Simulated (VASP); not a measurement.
# Mg2Sn (Fm-3m) in VASP: further runs, part 2 of 3

VASP 6.6.1.

## 3. Electric field gradients, LDA (24.19 Å³/atom)

This run uses another cell than the first one, of 24.19 Å³/atom.

INCAR reads:

```
  PREC = Accurate
  ENCUT = 520
  EDIFF = 1E-8
  ISMEAR = -1
  SIGMA = 0.08
  LREAL = F
  LASPH = T
  NELM = 120
  ALGO = Normal
  ISIF = 2
  LWAVE = F
  LCHARG = F
  LEFG = T
  NBANDS = 16
  GGA_COMPAT = F
```

KPOINTS reads:

```
Automatic mesh
0
Gamma
  11 11 11
```

POSCAR reads:

```
Mg2Sn
1.0
    0.0000000000      3.3105112544      3.3105112544
    3.3105112544      0.0000000000      3.3105112544
    3.3105112544      3.3105112544      0.0000000000
Mg Sn
2 1
Direct
    0.2500000000      0.2500000000      0.2500000000
    0.7500000000      0.7500000000      0.7500000000
    0.0000000000      0.0000000000      0.0000000000
```

Potentials or basis: VASP PAW LDA potentials, release 64 (Mg, Sn_d).

The run is started by

```console
> cat potpaw_LDA.64/Mg/POTCAR potpaw_LDA.64/Sn_d/POTCAR > POTCAR
> mpirun -np 1 vasp_std > vasp.out
```

OUTCAR:

```text
PREC = Accurate
   ENCUT = 520
   EDIFF = 1E-8
   ISMEAR = -1
   LREAL = F
   LASPH = T
   NELM = 120
   ISIF = 2

 ion  position               nearest neighbor table
   1  0.250  0.250  0.250-   3 2.87   3 2.87   3 2.87   3 2.87   2 3.31   2 3.31   2 3.31   2 3.31
                             2 3.31   2 3.31
   2  0.750  0.750  0.750-   3 2.87   3 2.87   3 2.87   3 2.87   1 3.31   1 3.31   1 3.31   1 3.31
                             1 3.31   1 3.31
   3  0.000  0.000  0.000-   2 2.87   2 2.87   2 2.87   1 2.87   2 2.87   1 2.87   1 2.87   1 2.87

  LATTYP: Found a face centered cubic cell.
 ALAT       =     6.6210225088

  Lattice vectors:
[... 677 lines left out ...]

 Electric field gradients (V/A^2)
---------------------------------------------------------------------
 ion       V_xx      V_yy      V_zz      V_xy      V_xz      V_yz
---------------------------------------------------------------------
   1      -0.000     0.000     0.000     0.000     0.000     0.000
   2      -0.000     0.000     0.000     0.000     0.000     0.000
   3      -0.000     0.000    -0.000     0.002     0.002     0.002
---------------------------------------------------------------------

 Electric field gradients after diagonalization (V/A^2)
 (convention: |V_zz| > |V_xx| > |V_yy|)
----------------------------------------------------------------------
 ion       V_xx      V_yy      V_zz     asymmetry (V_yy - V_xx)/ V_zz
----------------------------------------------------------------------
   1      -0.000    -0.000     0.000       0.000
   2      -0.000    -0.000     0.000       0.000
   3      -0.002    -0.002     0.004       0.000
----------------------------------------------------------------------

           NMR quadrupolar parameters

 Cq : quadrupolar parameter    Cq=e*Q*V_zz/h
 eta: asymmetry parameters     (V_yy - V_xx)/ V_zz
 Q  : nuclear electric quadrupole moment in mb (millibarn)
----------------------------------------------------------------------
 ion       Cq(MHz)       eta       Q (mb)
----------------------------------------------------------------------
   1       0.000       0.000       1.000
   2       0.000       0.000       1.000
   3       0.000       0.000       1.000
----------------------------------------------------------------------
```

OSZICAR:

```text
N       E                     dE             d eps       ncg     rms          rms(c)
DAV:   1     0.948640357629E+02    0.94864E+02   -0.83922E+03  1792   0.118E+03
DAV:   2    -0.130071386842E+01   -0.96165E+02   -0.93123E+02  1904   0.305E+02
DAV:   3    -0.909993154704E+01   -0.77992E+01   -0.77731E+01  2416   0.749E+01
DAV:   4    -0.930510911516E+01   -0.20518E+00   -0.20516E+00  2024   0.131E+01
DAV:   5    -0.931393145779E+01   -0.88223E-02   -0.88223E-02  2720   0.251E+00    0.351E+00
DAV:   6    -0.902263512761E+01    0.29130E+00   -0.24208E-01  2208   0.197E+00    0.189E+00
DAV:   7    -0.893996063156E+01    0.82674E-01   -0.19966E-01  2320   0.263E+00    0.432E-01
DAV:   8    -0.893899525060E+01    0.96538E-03   -0.15719E-02  2176   0.135E+00    0.199E-01
DAV:   9    -0.893889276658E+01    0.10248E-03   -0.12046E-03  2400   0.411E-01    0.409E-02
DAV:  10    -0.893884313336E+01    0.49633E-04   -0.22008E-04  2288   0.760E-02    0.170E-02
DAV:  11    -0.893884327385E+01   -0.14049E-06   -0.16489E-05  2080   0.336E-02    0.730E-03
DAV:  12    -0.893884284942E+01    0.42444E-06   -0.16924E-06  2400   0.128E-02    0.226E-03
DAV:  13    -0.893884285605E+01   -0.66309E-08   -0.16084E-07  2256   0.433E-03    0.111E-03
DAV:  14    -0.893884285568E+01    0.36698E-09   -0.40226E-09  1288   0.788E-04
   1 F= -.89388429E+01 E0= -.89357396E+01  d E =-.620643E-02
```

Run time: 61 s. Hardware: 1 thread of Intel Xeon Platinum 8259CL at 2.50GHz (Skylake/Cascade Lake), shared host; peak memory 0.21 GiB.

Results:

| Item | Value |
| --- | --- |
| Free energy | -8.9388 eV |
| Pressure | 0.7 GPa |
| Band gap on the k mesh | zero (bands 9 and 10 overlap by 0.06 eV) |
| Largest electric field gradient by atom | zero within the noise of the run |

Caveat: spin-orbit coupling is left out, which moves the levels of the heavy elements.

## 4. Electric field gradients, LDA (24.19 Å³/atom)

This run uses another cell than the first one, of 24.19 Å³/atom.

INCAR reads:

```
SYSTEM = Mg2Sn
PREC = Accurate
ENCUT = 520
EDIFF = 1E-8
ISMEAR = -1
SIGMA = 0.08
LREAL = .False.
LASPH = .True.
NELM = 120
ALGO = Normal
ISIF = 2
LWAVE = .False.
LCHARG = .False.
GGA = CA
LEFG = .True.
NBANDS = 16
GGA_COMPAT = .False.
```

KPOINTS reads:

```
regular mesh
0
Gamma
  11 11 11
  0 0 0
```

POSCAR is that of step 3.

Potentials or basis: VASP PAW LDA potentials, release 64 (Mg, Sn_d).

The run is started by

```console
> cat potpaw_LDA.64/Mg/POTCAR potpaw_LDA.64/Sn_d/POTCAR > POTCAR
> mpirun -np 1 vasp_std > vasp.out
```

OUTCAR:

```text
SYSTEM = Mg2Sn
   PREC = Accurate
   ENCUT = 520
   EDIFF = 1E-8
   ISMEAR = -1
   LREAL = .False.
   LASPH = .True.
   NELM = 120
   ISIF = 2
   GGA = CA

 ion  position               nearest neighbor table
   1  0.250  0.250  0.250-   3 2.87   3 2.87   3 2.87   3 2.87   2 3.31   2 3.31   2 3.31   2 3.31
                             2 3.31   2 3.31
   2  0.750  0.750  0.750-   3 2.87   3 2.87   3 2.87   3 2.87   1 3.31   1 3.31   1 3.31   1 3.31
                             1 3.31   1 3.31
   3  0.000  0.000  0.000-   2 2.87   2 2.87   2 2.87   1 2.87   2 2.87   1 2.87   1 2.87   1 2.87

  LATTYP: Found a face centered cubic cell.
 ALAT       =     6.6210225088

  Lattice vectors:

 A1 = (   0.0000000000,   3.3105112544,   3.3105112544)
 A2 = (   3.3105112544,   0.0000000000,   3.3105112544)
 A3 = (   3.3105112544,   3.3105112544,   0.0000000000)

Analysis of symmetry for initial positions (statically):
=====================================================================
 Subroutine PRICEL returns:
 Original cell was already a primitive cell.

 Routine SETGRP: Setting up the symmetry group for a
 face centered cubic supercell.

 Subroutine GETGRP returns: Found 48 space group operations
 (whereof 48 operations were pure point group operations)
 out of a pool of 48 trial point group operations.

The static configuration has the point symmetry O_h .

Analysis of symmetry for dynamics (positions and initial velocities):
=====================================================================
 Subroutine PRICEL returns:
 Original cell was already a primitive cell.

 Routine SETGRP: Setting up the symmetry group for a
 face centered cubic supercell.

[... 614 lines left out ...]
     16      11.5125      0.00000

 [... further k-points ...]

------------------------ aborting loop because EDIFF is reached ----------------------------------------

  FORCE on cell =-STRESS in cart. coord.  units (eV):
  Direction    XX          YY          ZZ          XY          YZ          ZX
  --------------------------------------------------------------------------------------
  -------------------------------------------------------------------------------------
  Total        0.2953400      0.2953400      0.2953400     -0.0000000      0.0000000     -0.0000000
  in kB        6.5210518      6.5210518      6.5210518     -0.0000000      0.0000000     -0.0000000
  external PRESSURE =       6.5210518 kB  Pullay stress =       0.0000000 kB

 VOLUME and BASIS-vectors are now :
 -----------------------------------------------------------------------------
  energy-cutoff  :      520.00
  volume of cell :       72.56
      direct lattice vectors                 reciprocal lattice vectors
     0.000000000  3.310511254  3.310511254    -0.151034073  0.151034073  0.151034073
     3.310511254  0.000000000  3.310511254     0.151034073 -0.151034073  0.151034073
     3.310511254  3.310511254  0.000000000     0.151034073  0.151034073 -0.151034073

 POSITION                                       TOTAL-FORCE (eV/Angst)
 -----------------------------------------------------------------------------------
      1.65526      1.65526      1.65526         0.000000      0.000000      0.000000
      4.96577      4.96577      4.96577        -0.000000     -0.000000     -0.000000
      0.00000      0.00000      0.00000        -0.000000      0.000000     -0.000000
 -----------------------------------------------------------------------------------
    total drift:                               -0.000000      0.000000      0.000000

  FREE ENERGIE OF THE ION-ELECTRON SYSTEM (eV)
  ---------------------------------------------------
  free  energy   TOTEN  =        -8.9388428557 eV

  energy  without entropy=       -8.9326364269  energy(sigma->0) =       -8.93573964

 Electric field gradients (V/A^2)
---------------------------------------------------------------------
 ion       V_xx      V_yy      V_zz      V_xy      V_xz      V_yz
---------------------------------------------------------------------
   1      -0.000     0.000     0.000     0.000     0.000     0.000
   2      -0.000     0.000     0.000     0.000     0.000     0.000
   3      -0.000     0.000    -0.000     0.002     0.002     0.002
---------------------------------------------------------------------

 Electric field gradients after diagonalization (V/A^2)
 (convention: |V_zz| > |V_xx| > |V_yy|)
----------------------------------------------------------------------
 ion       V_xx      V_yy      V_zz     asymmetry (V_yy - V_xx)/ V_zz
----------------------------------------------------------------------
   1      -0.000    -0.000     0.000       0.000
   2      -0.000    -0.000     0.000       0.000
   3      -0.002    -0.002     0.004       0.000
----------------------------------------------------------------------

           NMR quadrupolar parameters

 Cq : quadrupolar parameter    Cq=e*Q*V_zz/h
 eta: asymmetry parameters     (V_yy - V_xx)/ V_zz
 Q  : nuclear electric quadrupole moment in mb (millibarn)
----------------------------------------------------------------------
 ion       Cq(MHz)       eta       Q (mb)
----------------------------------------------------------------------
   1       0.000       0.000       1.000
   2       0.000       0.000       1.000
   3       0.000       0.000       1.000
----------------------------------------------------------------------
```

OSZICAR:

```text
N       E                     dE             d eps       ncg     rms          rms(c)
DAV:   1     0.948640357629E+02    0.94864E+02   -0.83922E+03  1792   0.118E+03
DAV:   2    -0.130071386842E+01   -0.96165E+02   -0.93123E+02  1904   0.305E+02
DAV:   3    -0.909993154704E+01   -0.77992E+01   -0.77731E+01  2416   0.749E+01
DAV:   4    -0.930510911516E+01   -0.20518E+00   -0.20516E+00  2024   0.131E+01
DAV:   5    -0.931393145779E+01   -0.88223E-02   -0.88223E-02  2720   0.251E+00    0.351E+00
DAV:   6    -0.902263512761E+01    0.29130E+00   -0.24208E-01  2208   0.197E+00    0.189E+00
DAV:   7    -0.893996063156E+01    0.82674E-01   -0.19966E-01  2320   0.263E+00    0.432E-01
DAV:   8    -0.893899525060E+01    0.96538E-03   -0.15719E-02  2176   0.135E+00    0.199E-01
DAV:   9    -0.893889276658E+01    0.10248E-03   -0.12046E-03  2400   0.411E-01    0.409E-02
DAV:  10    -0.893884313336E+01    0.49633E-04   -0.22008E-04  2288   0.760E-02    0.170E-02
DAV:  11    -0.893884327385E+01   -0.14049E-06   -0.16489E-05  2080   0.336E-02    0.730E-03
DAV:  12    -0.893884284942E+01    0.42444E-06   -0.16924E-06  2400   0.128E-02    0.226E-03
DAV:  13    -0.893884285605E+01   -0.66309E-08   -0.16084E-07  2256   0.433E-03    0.111E-03
DAV:  14    -0.893884285568E+01    0.36698E-09   -0.40226E-09  1288   0.788E-04
   1 F= -.89388429E+01 E0= -.89357396E+01  d E =-.620643E-02
```

Run time: 63 s. Hardware: 1 thread of Intel Xeon Platinum 8259CL at 2.50GHz (Skylake/Cascade Lake), shared host; peak memory 0.21 GiB.

Results:

```yaml
Free_energy: -8.9388 eV
Pressure: 0.7 GPa
Band_gap_on_the_k_mesh: zero (bands 9 and 10 overlap by 0.06 eV)
Largest_electric_field_gradient_by_atom: zero within the noise of the run
```

Levels at points of the mesh, in eV from the Fermi level:
| k point | band 6 | band 7 | band 8 | band 9 | band 10 | band 11 | band 12 | band 13 |
| --- | --- | --- | --- | --- | --- | --- | --- | --- |
| (0.00, 0.00, 0.00) | -9.41 | 0.01 | 0.01 | 0.01 | 1.68 | 2.28 | 2.28 | 2.28 |

Caveat: spin-orbit coupling is left out, which moves the levels of the heavy elements.

(Continued in part 3 of 3.)
